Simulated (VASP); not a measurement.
Write the native input for VASP 6.6.1 that does the following.

- Task: single point
- Functional: LDA
- Potentials or basis: VASP PAW LDA potentials, release 64 (Sb)
- Cutoff: 520 eV
- k mesh: 7 × 7 × 7
- Occupations: methfessel-paxton, width 0.1 eV
- Spin: no spin polarisation
- Dipole correction: no
- Further INCAR settings: ALGO = Normal; EDIFF = 1e-06; NBANDS = 8

The structure of Sb lies in POSCAR:

```
Sb
1.0
    0.0000000000      3.1129520000      3.1129520000
    3.1129520000      0.0000000000      3.1129520000
    3.1129520000      3.1129520000      0.0000000000
Sb
1
Direct
    0.0000000000      0.0000000000      0.0000000000
```

One way to write it, as run:

INCAR

```
SYSTEM = Sb
PREC = Accurate
ENCUT = 520
EDIFF = 1E-6
ISMEAR = 1
SIGMA = 0.1
LREAL = .FALSE.
LASPH = .TRUE.
NELM = 100
ALGO = Normal
ISIF = 2
LWAVE = .FALSE.
LCHARG = .FALSE.
NBANDS = 8
```

KPOINTS

```
regular mesh
0
G
  7 7 7
  0 0 0
```

Potentials or basis: VASP PAW LDA potentials, release 64 (Sb).

Command:

```console
$ cat potpaw_LDA.64/Sb/POTCAR > POTCAR
$ mpirun -np 1 vasp_std > vasp.out
```

Results of the run:

The pressure is -8.2 GPa.

Wall time 14 s on 1 thread of Intel(R) Xeon(R) Platinum 8259CL CPU @ 2.50GHz (Skylake/Cascade Lake), on a shared host, peak memory 0.16 GiB.
